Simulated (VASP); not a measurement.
Write the native input for VASP 6.6.1 that does the following.

```yaml
Task: relaxation of cell and atoms
Functional: PBE
Potentials_or_basis: VASP PAW PBE potentials, release 64 (Ta_pv, Br)
Cutoff: 600 eV
k_mesh: 16 × 16 × 16
Occupations: gaussian, width 0.1 eV
Spin: no spin polarisation
Dipole_correction: no
Further_INCAR_settings: ALGO = Normal; EDIFF = 1e-06; IBRION = 2; EDIFFG = -0.01; NSW = 100; ISIF = 3
```

The structure of TaBr lies in POSCAR:

```
TaBr
1.0
    3.2873143771      0.0000000000      0.0000000000
    0.0000000000      3.2873143771      0.0000000000
    0.0000000000      0.0000000000      3.2873143771
Ta Br
1 1
Direct
    0.5000000000      0.5000000000      0.5000000000
    0.0000000000      0.0000000000      0.0000000000
```

The cell was generated, and may not be a known phase.

One way to write it, as run:

INCAR

```
SYSTEM = TaBr
  PREC = Accurate
  ENCUT = 600
  EDIFF = 1E-6
  ISMEAR = 0
  SIGMA = 0.1
  LREAL = .False.
  LASPH = .True.
  NELM = 80
  ALGO = Normal
  ISIF = 3
  LWAVE = .False.
  LCHARG = .False.
  GGA = PE
  IBRION = 2
  NSW = 100
  EDIFFG = -0.01
```

KPOINTS

```
Automatic mesh
0
Gamma
  16 16 16
  0 0 0
```

Potentials or basis: VASP PAW PBE potentials, release 64 (Ta_pv, Br).

Launch:

```console
$ cat potpaw_PBE.64/Ta_pv/POTCAR potpaw_PBE.64/Br/POTCAR > POTCAR
$ mpirun -np 1 vasp_std > vasp.out
```

Results of the run:

```json
{
  "Relaxed volume": "17.88 Å³/atom",
  "Relaxed cell": "a = 3.295 Å, b = 3.295 Å, c = 3.295 Å, α = 90.00°, β = 90.00°, γ = 90.00°",
  "Space group after relaxing (to 0.1 Å)": "Pm-3m (No. 221)",
  "Energy gained by relaxing": "0.3 meV/atom",
  "Ionic steps": "3",
  "Pressure after relaxing": "0.0 GPa",
  "Band gap on the k mesh": "zero (bands 9 and 10 overlap by 3.55 eV)"
}
```

Caveat: spin-orbit coupling is left out, which moves the levels of the heavy elements.

Wall time 59 s on 1 thread of Intel(R) Xeon(R) 6975P-C (Granite Rapids), with other jobs on the host, peak memory 0.24 GiB.
